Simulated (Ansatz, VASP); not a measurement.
**Ti2CdOs2 in VASP and in Ansatz**

INCAR

```
SYSTEM = Ti2CdOs2
PREC = Accurate ; ENCUT = 600
EDIFF = 1E-7 ; ISMEAR = 0
SIGMA = 0.1 ; LREAL = .False.
LASPH = .True. ; NELM = 60
ALGO = Normal ; ISIF = 3
LWAVE = .False. ; LCHARG = .False.
GGA = PE ; IBRION = 2
NSW = 90 ; EDIFFG = -0.04
```

File KPOINTS:

```
regular mesh
0
Gamma
  4 4 4
  0 0 0
```

The input POSCAR:

```
Ti2CdOs2
1.0
    4.0513018600      0.0000000000      0.0000000000
    0.0000000000      4.0513018600      0.0000000000
    0.0000000000      0.0000000000      5.4954716900
Ti Cd Os
2 1 2
Direct
    0.0000000000      0.5000000000      0.5000000000
    0.5000000000      0.0000000000      0.5000000000
    0.0000000000      0.0000000000      0.0000000000
    0.5000000000      0.5000000000      0.2399999900
    0.5000000000      0.5000000000      0.7600000100
```

Input for Ansatz:

```yaml
crystal:
  lattice:
    - [4.05130186, 0.0, 0.0]
    - [0.0, 4.05130186, 0.0]
    - [0.0, 0.0, 5.49547169]
  atoms:
    - { symbol: Ti, position: [0.0, 0.5, 0.5] }
    - { symbol: Ti, position: [0.5, 0.0, 0.5] }
    - { symbol: Cd, position: [0.0, 0.0, 0.0] }
    - { symbol: Os, position: [0.5, 0.5, 0.23999999] }
    - { symbol: Os, position: [0.5, 0.5, 0.76000001] }
basis:
  ecutwfc: 420
kpoints:
  mp_grid: { grid: [4, 4, 4] }
hamiltonian:
  xc: pbe
scf:
  occupations: { method: gaussian, width: 0.1 }
  lower_state_search: "off"
output:
  forces: true
  stress: true
  eigenvalues: true
relax:
  adjacent_minimum: "off"
  f_tol: 0.04
  max_steps: 70
  cell: { stress_tol: 0.4 }
```

Change from the starting cell: species swapped into the CeMg2Si2 type (P4/mmm, No. 123).

Alike in both runs: task relaxation of cell and atoms; functional PBE; k mesh 4 × 4 × 4; occupations gaussian, width 0.1 eV; no spin polarisation.

```csv
,VASP,Ansatz
version,VASP 6.6.1,Ansatz 0.2.0
potentials or method,"VASP PAW PBE potentials, release 64 (Ti_sv, Cd, Os), cutoff 600 eV","scalar-relativistic, plane waves, PAW"
valence electrons in the cell,52,76
```

```csv
,VASP,Ansatz,Ansatz less VASP
"gap on the k mesh at the Fermi level, each at its own relaxed structure (eV)",none,none,-
relaxed volume (Å³/atom),18.81,18.81,-0.005
relaxed cell length with the largest relative difference (Å),5.372,5.376,+0.0037
```

A gap of «none» marks a metal or a gap that the smearing closes. VASP's potentials hold 52 valence electrons a cell and Ansatz's 76, so a difference there can come from the potentials and not from the codes.

The k mesh is coarse, so the values compare programs but aren't converged. Neither program's run includes spin-orbit coupling.
